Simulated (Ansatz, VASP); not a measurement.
## Two plane-wave programs on In2GaP3

```xyz
6
Lattice="1.8247 -9.4400 0.0000 1.8247 9.4400 0.0000 0.0000 0.0000 3.6747" Properties=species:S:1:pos:R:3 pbc="T T T"
In    1.8247    6.9040    1.8373
In    1.8247   -6.9040    1.8373
Ga    0.0000    0.0000    0.0000
P     1.8247    0.0000    1.8373
P     1.8247    4.0402    0.0000
P     1.8247   -4.0402    0.0000
```

Change from the starting cell: species swapped into the TlAg3Te2 type (Cmmm, No. 65).

Alike in both runs: task relaxation of cell and atoms; functional PBE; k mesh 6 × 6 × 6; occupations gaussian, width 0.1 eV; no spin polarisation.

```csv
,VASP,Ansatz
version,VASP 6.6.1,Ansatz 0.2.0
potentials or method,"VASP PAW PBE potentials, release 64 (In_d, Ga_d, P), cutoff 600 eV","scalar-relativistic, plane waves, PAW"
valence electrons in the cell,54,54
```

|  | VASP | Ansatz | Ansatz less VASP |
| --- | --- | --- | --- |
| gap on the k mesh at the Fermi level, each at its own relaxed structure (eV) | none | none | - |
| relaxed volume (Å³/atom) | 21.30 | 21.24 | -0.058 |
| relaxed length of the cell vector where the two differ most in proportion (Å) | 3.808 | 3.803 | -0.0052 |

A gap of «none» marks a metal or a gap that the smearing closes.
